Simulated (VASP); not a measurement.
Crystal: NaCa3Hg.

```
Na Ca Hg
1.0
     4.98174    0.00000    0.00000
     0.00000    4.98174    0.00000
     0.00000    0.00000    4.98174
Na Ca Hg
1 3 1
Direct
  0.00000 0.00000 0.00000
  0.00000 0.50000 0.50000
  0.50000 0.00000 0.50000
  0.50000 0.50000 0.00000
  0.50000 0.50000 0.50000
```

```yaml
Program: VASP 6.6.1
Task: relaxation of cell and atoms
Functional: PBE
Potentials_or_basis: VASP PAW PBE potentials, release 64 (Na_pv, Ca_sv, Hg)
Cutoff: 600 eV
k_mesh: 4 × 4 × 4
Occupations: gaussian, width 0.1 eV
Spin: no spin polarisation
```

At the start: pressure 30.4 GPa; volume 24.73 Å³/atom.

Task: How do energy, volume and symmetry change on relaxing?

Result: Over 4 steps the energy falls by 1081.3 meV/atom and the volume is 42.83 Å³/atom (+73.2 %); space group Pm-3m (No. 221, to 0.1 Å) before and after.

The path:
| step | energy change (eV) | largest force (eV/Å) | pressure (GPa) | volume (Å³) |
| --- | --- | --- | --- | --- |
| 1 | 0.0000 | 0.0000 | 30.43 | 123.64 |
| 2 | -5.1559 | 0.0000 | -1.06 | 228.16 |
| 3 | -5.3913 | 0.0000 | 0.72 | 205.89 |
| 4 | -5.4067 | 0.0000 | -0.09 | 214.13 |

Final structure:
```
Na Ca Hg
1.0
     5.98262    0.00000    0.00000
     0.00000    5.98262    0.00000
     0.00000    0.00000    5.98262
Na Ca Hg
1 3 1
Direct
  0.00000 0.00000 0.00000
  0.00000 0.50000 0.50000
  0.50000 0.00000 0.50000
  0.50000 0.50000 0.00000
  0.50000 0.50000 0.50000
```

Caveat: the volume moved by over 15 % at a fixed basis, so the end points are rough.
